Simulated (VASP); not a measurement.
# CaO (gw) (Fm-3m) in VASP: single point with PBEsol

Aim: the single point of CaO (gw) with PBEsol.

Everything below comes from runs of VASP 6.6.1. Logs are shortened: lines on timing, memory, paths and dates and some standing lists are left out, and cuts for length are marked.

## Step 1: The cell of the first run

The structure is cubic, space group Fm-3m (No. 225). Conventional cell: a = 4.767 Å, b = 4.767 Å, c = 4.767 Å, α = 90.00°, β = 90.00°, γ = 90.00°. Within 3.1 Å of Ca (site symmetry m-3m) lie 6 O at 2.38 Å. O (site symmetry m-3m) has 6 Ca at 2.38 Å within 3.1 Å.

## Step 2: Single point, PBEsol

INCAR reads:

```
ALGO = Normal
EDIFF = 1E-6
ENCUT = 600
GGA = PS
GGA_COMPAT = False
ISIF = 2
ISMEAR = 0
LASPH = True
LCHARG = False
LREAL = False
LWAVE = False
NBANDS = 15
NELM = 120
PREC = Accurate
SIGMA = 0.01
```

KPOINTS reads:

```
k-points
0
Gamma
  4 4 4
```

POSCAR reads:

```
CaO
1.0
    0.0000000000      2.3833587426      2.3833587426
    2.3833587426      0.0000000000      2.3833587426
    2.3833587426      2.3833587426      0.0000000000
Ca O
1 1
Direct
    0.0000000000      0.0000000000      0.0000000000
    0.5000000000      0.5000000000      0.5000000000
```

Potentials or basis: VASP PAW PBE potentials, release 64 (Ca_sv, O).

Run with:

```
$ cat potpaw_PBE.64/Ca_sv/POTCAR potpaw_PBE.64/O/POTCAR > POTCAR
$ mpirun -np 1 vasp_std > vasp.out
```

OUTCAR:

```text
EDIFF = 1E-6
   ENCUT = 600
   GGA = PS
   ISIF = 2
   ISMEAR = 0
   LASPH = True
   LREAL = False
   NELM = 120
   PREC = Accurate

 ion  position               nearest neighbor table
   1  0.000  0.000  0.000-   2 2.38   2 2.38   2 2.38   2 2.38   2 2.38   2 2.38
   2  0.500  0.500  0.500-   1 2.38   1 2.38   1 2.38   1 2.38   1 2.38   1 2.38

  LATTYP: Found a face centered cubic cell.
 ALAT       =     4.7667174852

  Lattice vectors:

 A1 = (   0.0000000000,   2.3833587426,   2.3833587426)
 A2 = (   2.3833587426,   0.0000000000,   2.3833587426)
 A3 = (   2.3833587426,   2.3833587426,   0.0000000000)

Analysis of symmetry for initial positions (statically):
=====================================================================
 Subroutine PRICEL returns:
 Original cell was already a primitive cell.

 Routine SETGRP: Setting up the symmetry group for a
 face centered cubic supercell.

 Subroutine GETGRP returns: Found 48 space group operations
 (whereof 48 operations were pure point group operations)
 out of a pool of 48 trial point group operations.

The static configuration has the point symmetry O_h .

Analysis of symmetry for dynamics (positions and initial velocities):
=====================================================================
 Subroutine PRICEL returns:
 Original cell was already a primitive cell.

 Routine SETGRP: Setting up the symmetry group for a
 face centered cubic supercell.

 Subroutine GETGRP returns: Found 48 space group operations
 (whereof 48 operations were pure point group operations)
 out of a pool of 48 trial point group operations.

The dynamic configuration has the point symmetry O_h .

 Subroutine INISYM returns: Found 48 space group operations
 (whereof 48 operations are pure point group operations),
 and found     1 'primitive' translations

----------------------------------------------------------------------------------------

                                     Primitive cell

  volume of cell :      27.0769

  direct lattice vectors                    reciprocal lattice vectors
     0.000000000  2.383358743  2.383358743    -0.209787973  0.209787973  0.209787973
     2.383358743  0.000000000  2.383358743     0.209787973 -0.209787973  0.209787973
     2.383358743  2.383358743  0.000000000     0.209787973  0.209787973 -0.209787973

  length of vectors
     3.370578258  3.370578258  3.370578258     0.363363428  0.363363428  0.363363428

  position of ions in fractional coordinates (direct lattice)
     0.000000000  0.000000000  0.000000000
     0.500000000  0.500000000  0.500000000

  ion indices of the primitive-cell ions
   primitive index   ion index
                 1           1
                 2           2

----------------------------------------------------------------------------------------

 KPOINTS: k-points

Automatic generation of k-mesh.
 Grid dimensions read from file:
 generate k-points for:    4    4    4

 Generating k-lattice:

  Cartesian coordinates                     Fractional coordinates (reciprocal lattice)
    -0.052446993  0.052446993  0.052446993     0.250000000  0.000000000  0.000000000
     0.052446993 -0.052446993  0.052446993     0.000000000  0.250000000  0.000000000
     0.052446993  0.052446993 -0.052446993     0.000000000  0.000000000  0.250000000

  Length of vectors
     0.090840857  0.090840857  0.090840857

  Shift w.r.t. Gamma in fractional coordinates (k-lattice)
     0.000000000  0.000000000  0.000000000

 Subroutine IBZKPT returns following result:
 ===========================================

 Found      8 irreducible k-points:

 Following reciprocal coordinates:
            Coordinates               Weight
  0.000000  0.000000  0.000000      1.000000
  0.250000  0.000000  0.000000      8.000000
  0.500000  0.000000  0.000000      4.000000
  0.250000  0.250000  0.000000      6.000000
  0.500000  0.250000  0.000000     24.000000
 -0.250000  0.250000  0.000000     12.000000
  0.500000  0.500000  0.000000      3.000000
 -0.250000  0.500000  0.250000      6.000000
   k-points           NKPTS =      8   k-points in BZ     NKDIM =      8   number of bands    NBANDS=     15
   number of dos      NEDOS =    301   number of ions     NIONS =      2
   total plane-waves  NPLWV =  21952
   dimension x,y,z NGX =    28 NGY =   28 NGZ =   28
   dimension x,y,z NGXF=    56 NGYF=   56 NGZF=   56
   ions per type =               1   1
   NGX,Y,Z   is equivalent  to a cutoff of  13.81, 13.81, 13.81 a.u.
   NGXF,Y,Z  is equivalent  to a cutoff of  27.62, 27.62, 27.62 a.u.
 SYSTEM =  unknown system
   PREC   = accura    normal or accurate (medium, high low for compatibility)
   ISTART =      0    job   : 0-new  1-cont  2-samecut
   ICHARG =      2    charge: 1-file 2-atom 10-const
   ISPIN  =      1    spin polarized calculation?
   LNONCOLLINEAR =      F non collinear calculations
   LSORBIT =      F    spin-orbit coupling
   LASPH  =      T    aspherical Exc in radial PAW
   ENCUT  =  600.0 eV  44.10 Ry    6.64 a.u.   6.73  6.73  6.73*2*pi/ulx,y,z
   NELM   =    120;   NELMIN=  2; NELMDL= -5     # of ELM steps
   EDIFF  = 0.1E-05   stopping-criterion for ELM
   LREAL  =      F    real-space projection
   EDIFFG = 0.1E-04   stopping-criterion for IOM
   NSW    =      0    number of steps for IOM
   IBRION =     -1    ionic relax: 0-MD 1-quasi-New 2-CG
   NFREE  =      0    steps in history (QN), initial steepest desc. (CG)
   ISIF   =      2    stress and relaxation
   ISYM   =      2    0-nonsym 1-usesym 2-fastsym
   POTIM  = 0.5000    time-step for ionic-motion
   TEBEG  =    0.0;   TEEND  =   0.0 temperature during run
   PSTRESS=    0.0 pullay stress
   NELECT =      16.0000    total number of electrons
   NUPDOWN=      -1.0000    fix difference up-down
   EMIN   =  10.00;   EMAX   =-10.00  energy-range for DOS
   EFERMI =   0.00;   METHOD = LEGACY
   ISMEAR =     0;   SIGMA  =   0.01  broadening in eV -4-tet -1-fermi 0-gaus
   EFERMI_NEDOS =   21; number of points for ismear=-14 and -15
   IALGO  =     38    algorithm
   IMIX   =      4    mixing-type and parameters
     AMIX     =   0.40;   BMIX     =  1.00
     AMIX_MAG =   1.60;   BMIX_MAG =  1.00
  volume/ion in A,a.u.               =      13.54        91.36
  Fermi-wavevector in a.u.,A,eV,Ry     =   1.373774  2.596057 25.677677  1.887256
  Thomas-Fermi vector in A             =   2.499261
   LORBIT       =      0    0 simple, 1 ext, 2 COOP (PROOUT), +10 PAW based schemes
   GGA     = PS    functional components
   LHFCALC =     F    Hartree Fock is set to
   AEXX    =    0.0000 exact exchange contribution
   IVDW    =     0    specifies the selected vdW correction
   LEPSILON=     F    determine dielectric tensor
   LRPA    =     F    only Hartree local field effects (RPA)
 non-spin polarized calculation
 Gauss-broadening in eV      SIGMA  =   0.01
  energy-cutoff  :      600.00
  volume of cell :       27.08
 maximum number of plane-waves:       934
 NGX is ok and might be reduce to    28
   NGX = 13   NGY = 13   NGZ = 13

 number of electron      15.9999997 magnetization

 Free energy of the ion-electron system (eV)
  ---------------------------------------------------
  ext. energy  EPLUGINS =         0.00000000
  ---------------------------------------------------
  free energy    TOTEN  =       -13.40820610 eV

  energy without entropy =      -13.40820610  energy(sigma->0) =      -13.40820610

 E-fermi :   2.4128     XC(G=0): -10.8588

 val. band max:        2.3448679489   @ k =   0.0000   0.0000   0.0000
 cond. band min:       5.8588921704   @ k =   0.5000   0.5000   0.0000
 fundamental gap:      3.5140242215
 Fermi energy:         2.4128133925

 k-point     1 :       0.0000    0.0000    0.0000
  band No.  band energies     occupation
      1     -34.9522      2.00000
      2     -15.7740      2.00000
      3     -15.7740      2.00000
      4     -15.7740      2.00000
      5     -13.1484      2.00000
      6       2.3449      2.00000
      7       2.3449      2.00000
      8       2.3449      2.00000
      9       7.1053      0.00000
     10       8.5868      0.00000
     11       8.5868      0.00000
     12       8.5868      0.00000
     13      10.1679      0.00000
     14      10.1679      0.00000
     15      17.3210      0.00000

 k-point     2 :       0.2500    0.0000    0.0000
  band No.  band energies     occupation
      1     -34.8928      2.00000
      2     -16.5102      2.00000
      3     -15.8037      2.00000
      4     -15.8037      2.00000
      5     -12.3780      2.00000
      6       0.7414      2.00000
      7       1.6425      2.00000
      8       1.6425      2.00000
      9       8.6044      0.00000
     10       9.2871      0.00000
     11       9.5963      0.00000
     12       9.5963      0.00000
     13      11.4922      0.00000
     14      11.4922      0.00000
     15      18.4354      0.00000

 k-point     3 :       0.5000    0.0000    0.0000
  band No.  band energies     occupation
      1     -34.8325      2.00000
      2     -17.0464      2.00000
      3     -15.8329      2.00000
      4     -15.8329      2.00000
      5     -11.7996      2.00000
      6      -0.4128      2.00000
      7       1.0728      2.00000
      8       1.0728      2.00000
      9       9.4716      0.00000
     10      10.8471      0.00000
     11      10.8471      0.00000
     12      10.8608      0.00000
     13      13.0219      0.00000
     14      13.0219      0.00000
     15      16.8313      0.00000
[... 55 lines left out ...]
 k-point     7 :       0.5000    0.5000    0.0000
  band No.  band energies     occupation
      1     -34.7972      2.00000
      2     -16.4529      2.00000
      3     -16.0300      2.00000
      4     -16.0300      2.00000
      5     -12.9037      2.00000
      6       1.0343      2.00000
      7       1.9715      2.00000
      8       1.9715      2.00000
      9       5.8589      0.00000
     10      10.5663      0.00000
     11      11.4029      0.00000
     12      12.0986      0.00000
     13      12.0986      0.00000
     14      13.6732      0.00000
     15      15.9625      0.00000

 k-point     8 :      -0.2500    0.5000    0.2500
  band No.  band energies     occupation
      1     -34.7960      2.00000
      2     -16.2732      2.00000
      3     -16.2444      2.00000
      4     -16.2444      2.00000
      5     -12.4462      2.00000
      6       0.9962      2.00000
      7       1.2652      2.00000
      8       1.2652      2.00000
      9       8.6713      0.00000
     10       8.6713      0.00000
     11      10.9143      0.00000
     12      12.1050      0.00000
     13      12.5481      0.00000
     14      16.3919      0.00000
     15      16.6974      0.00000

------------------------ aborting loop because EDIFF is reached ----------------------------------------

  FORCE on cell =-STRESS in cart. coord.  units (eV):
  Direction    XX          YY          ZZ          XY          YZ          ZX
  --------------------------------------------------------------------------------------
  -------------------------------------------------------------------------------------
  Total        0.1051875      0.1051875      0.1051875      0.0000000     -0.0000000      0.0000000
  in kB        6.2240963      6.2240963      6.2240963      0.0000000     -0.0000000      0.0000000
  external PRESSURE =       6.2240963 kB  Pullay stress =       0.0000000 kB

 VOLUME and BASIS-vectors are now :
 -----------------------------------------------------------------------------
  energy-cutoff  :      600.00
  volume of cell :       27.08
      direct lattice vectors                 reciprocal lattice vectors
     0.000000000  2.383358743  2.383358743    -0.209787973  0.209787973  0.209787973
     2.383358743  0.000000000  2.383358743     0.209787973 -0.209787973  0.209787973
     2.383358743  2.383358743  0.000000000     0.209787973  0.209787973 -0.209787973

 POSITION                                       TOTAL-FORCE (eV/Angst)
 -----------------------------------------------------------------------------------
      0.00000      0.00000      0.00000        -0.000000      0.000000      0.000000
      2.38336      2.38336      2.38336         0.000000     -0.000000     -0.000000
 -----------------------------------------------------------------------------------
    total drift:                                0.000000      0.000000      0.000000

  FREE ENERGIE OF THE ION-ELECTRON SYSTEM (eV)
  ---------------------------------------------------
  free  energy   TOTEN  =       -13.4082060989 eV

  energy  without entropy=      -13.4082060989  energy(sigma->0) =      -13.40820610
```

It used 14 s of CPU time on 1 thread of Intel Xeon 8259CL, with other jobs on the host.

Results:

| Item | Value |
| --- | --- |
| Free energy | -13.4082 eV |
| Pressure | 0.6 GPa |
| Band gap on the k mesh | 3.51 eV, indirect (least direct gap 3.89 eV) |

Caveat: the k points lie up to 0.57 Å⁻¹ apart; the PAW data sets were made with another functional, which shifts forces and pressure a little. Expect the measured gap to be larger: semilocal functionals such as PBEsol lack the derivative discontinuity.
